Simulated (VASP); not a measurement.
VAgC4N4, 10 atoms in the cell. It takes space group P-43m (No. 215, cubic). Conventional cell: a = 6.004 Å, b = 6.004 Å, c = 6.004 Å, α = 90.00°, β = 90.00°, γ = 90.00°. V (site symmetry -43m) has 4 N at 2.01 Å within 2.7 Å. Ag (site symmetry -43m) has 4 C at 2.02 Å within 2.7 Å. C (site symmetry 3m) has 1 N at 1.17 Å within 1.6 Å. Within 1.6 Å of N (site symmetry 3m) lie 1 C at 1.17 Å. 

```yaml
Program: VASP 6.6.1
Task: single point
Functional: PBE
Potentials_or_basis: VASP PAW PBE potentials, release 64 (V_sv, Ag, C, N)
Cutoff: 520 eV
k_mesh: 4 × 4 × 4
Occupations: gaussian, width 0.1 eV
Spin: collinear spin, ferromagnetic start
Starting_moments: "[2.0, 0.0, 0.0, 0.0, 0.0, 0.0, 0.0, 0.0, 0.0, 0.0] μB"
Dipole_correction: no
Further_INCAR_settings: ALGO = Normal; EDIFF = 1e-06; NBANDS = 45
```

Potentials or basis: VASP PAW PBE potentials, release 64 (V_sv, Ag, C, N).

Launch:

```bash
$ cat potpaw_PBE.64/V_sv/POTCAR potpaw_PBE.64/Ag/POTCAR potpaw_PBE.64/C/POTCAR potpaw_PBE.64/N/POTCAR > POTCAR
$ mpirun -np 1 vasp_std > vasp.out
```

Hardware: 1 thread of Intel(R) Xeon(R) Platinum 8488C (Sapphire Rapids), with other jobs on the host.

**Question.** Estimate the wall time of this run.

**Answer.** Run time: 4.2 min on 1 thread of Intel(R) Xeon(R) Platinum 8488C (Sapphire Rapids), on a shared host, peak memory 0.49 GiB. Counts: scf iterations 18, k points 10.
